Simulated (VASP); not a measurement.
**Si53Sb (a cell with a defect): single point with PBE**

The system is Si53Sb (a cell with a defect).

```
CELL_PARAMETERS angstrom
0.00000 8.14068 8.14068
8.14068 0.00000 8.14068
8.14068 8.14068 0.00000
ATOMIC_POSITIONS crystal
Sb 0.25000 0.25000 0.25000
Si 0.25114 0.25114 0.58528
Si 0.25114 0.25114 0.91244
Si 0.25114 0.58528 0.25114
Si 0.25035 0.58322 0.58322
Si 0.25114 0.58528 0.91244
Si 0.25114 0.91244 0.25114
Si 0.25114 0.91244 0.58528
Si 0.25068 0.91644 0.91644
Si 0.58528 0.25114 0.25114
Si 0.58322 0.25035 0.58322
Si 0.58528 0.25114 0.91244
Si 0.58322 0.58322 0.25035
Si 0.58322 0.58322 0.58322
Si 0.58378 0.58378 0.91622
Si 0.58528 0.91244 0.25114
Si 0.58378 0.91622 0.58378
Si 0.58378 0.91622 0.91622
Si 0.91244 0.25114 0.25114
Si 0.91244 0.25114 0.58528
Si 0.91644 0.25068 0.91644
Si 0.91244 0.58528 0.25114
Si 0.91622 0.58378 0.58378
Si 0.91622 0.58378 0.91622
Si 0.91644 0.91644 0.25068
Si 0.91622 0.91622 0.58378
Si 0.91644 0.91644 0.91644
Si 0.15982 0.15982 0.15982
Si 0.15982 0.15982 0.52055
Si 0.16615 0.16615 0.83385
Si 0.15982 0.52055 0.15982
Si 0.16558 0.50068 0.50068
Si 0.16558 0.50068 0.83306
Si 0.16615 0.83385 0.16615
Si 0.16558 0.83306 0.50068
Si 0.16615 0.83385 0.83385
Si 0.52055 0.15982 0.15982
Si 0.50068 0.16558 0.50068
Si 0.50068 0.16558 0.83306
Si 0.50068 0.50068 0.16558
Si 0.50000 0.50000 0.50000
Si 0.50068 0.50068 0.83306
Si 0.50068 0.83306 0.16558
Si 0.50068 0.83306 0.50068
Si 0.50014 0.83329 0.83329
Si 0.83385 0.16615 0.16615
Si 0.83306 0.16558 0.50068
Si 0.83385 0.16615 0.83385
Si 0.83306 0.50068 0.16558
Si 0.83306 0.50068 0.50068
Si 0.83329 0.50014 0.83329
Si 0.83385 0.83385 0.16615
Si 0.83329 0.83329 0.50014
Si 0.83329 0.83329 0.83329
```

```yaml
Program: VASP 6.6.1
Task: single point
Functional: PBE
Potentials_or_basis: VASP PAW PBE potentials, release 64 (Sb, Si)
Cutoff: 520 eV
k_mesh: 2 × 2 × 2
Occupations: fermi-dirac, width 0.01 eV
Spin: no spin polarisation
Dipole_correction: no
Charge: 1
Further_INCAR_settings: LREAL = Auto; ALGO = Normal; EDIFF = 1e-06; NBANDS = 142; NELECT = 216.0
```

```yaml
Largest_force: 0.038 eV/Å
```

Forces on the atoms (eV/Å):
```
Sb   0.000  0.000  0.000
Si  -0.002 -0.002  0.001
Si   0.002  0.002  0.001
Si  -0.002  0.001 -0.002
Si   0.000  0.000  0.000
Si  -0.001  0.002 -0.002
Si   0.002  0.001  0.002
Si  -0.001 -0.002  0.002
Si   0.004 -0.004 -0.004
Si   0.001 -0.002 -0.002
Si   0.000  0.000  0.000
Si   0.002 -0.001 -0.002
Si   0.000  0.000  0.000
Si   0.000  0.000  0.000
Si   0.000  0.000 -0.001
Si   0.002 -0.002 -0.001
Si   0.000 -0.001  0.000
Si   0.001  0.000  0.000
Si   0.001  0.002  0.002
Si  -0.002 -0.001  0.002
Si  -0.004  0.004 -0.004
Si  -0.002  0.002 -0.001
Si  -0.001  0.000  0.000
Si   0.000  0.001  0.000
Si  -0.004 -0.004  0.004
Si   0.000  0.000  0.001
Si   0.004  0.004  0.004
Si  -0.022 -0.022 -0.022
Si   0.022  0.022 -0.022
Si   0.000  0.000  0.002
Si   0.022 -0.022  0.022
Si  -0.003  0.000  0.000
Si   0.000  0.003  0.000
Si   0.000  0.002  0.000
Si   0.000  0.000  0.003
Si  -0.002  0.000  0.000
Si  -0.022  0.022  0.022
Si   0.000 -0.003  0.000
Si   0.003  0.000  0.000
Si   0.000  0.000 -0.003
Si   0.000  0.000  0.000
Si   0.000  0.000 -0.003
Si   0.003  0.000  0.000
Si   0.000 -0.003  0.000
Si   0.001 -0.001 -0.001
Si   0.002  0.000  0.000
Si   0.000  0.000  0.003
Si   0.000 -0.002  0.000
Si   0.000  0.003  0.000
Si  -0.003  0.000  0.000
Si  -0.001  0.001 -0.001
Si   0.000  0.000 -0.002
Si  -0.001 -0.001  0.001
Si   0.001  0.001  0.001
```

Levels at points of the mesh, in eV from the Fermi level:
| k point | band 104 | band 105 | band 106 | band 107 | band 108 | band 109 | band 110 | band 111 | band 112 | band 113 |
| --- | --- | --- | --- | --- | --- | --- | --- | --- | --- | --- |
| (0.00, 0.00, 0.00) | -1.22 | -1.22 | -0.26 | -0.26 | -0.26 | 0.36 | 0.46 | 0.46 | 0.46 | 0.49 |
| (0.50, 0.00, 0.00) | -1.45 | -0.71 | -0.71 | -0.70 | -0.70 | 0.66 | 0.80 | 0.80 | 0.82 | 0.85 |
| (0.50, 0.50, 0.00) | -1.44 | -0.88 | -0.81 | -0.81 | -0.78 | 0.43 | 0.45 | 1.42 | 1.46 | 1.72 |

Run time: 23 min on 1 thread of Intel(R) Xeon(R) Platinum 8375C CPU @ 2.90GHz (Ice Lake), with other jobs on the host, peak memory 1.3 GiB.

Caveat: the cell carries a net charge on a neutralising background, which shifts energy and pressure; the cell is charged against a uniform background, so pressure and absolute levels hang on convention; spin-orbit coupling is left out, which moves the levels of the heavy elements.
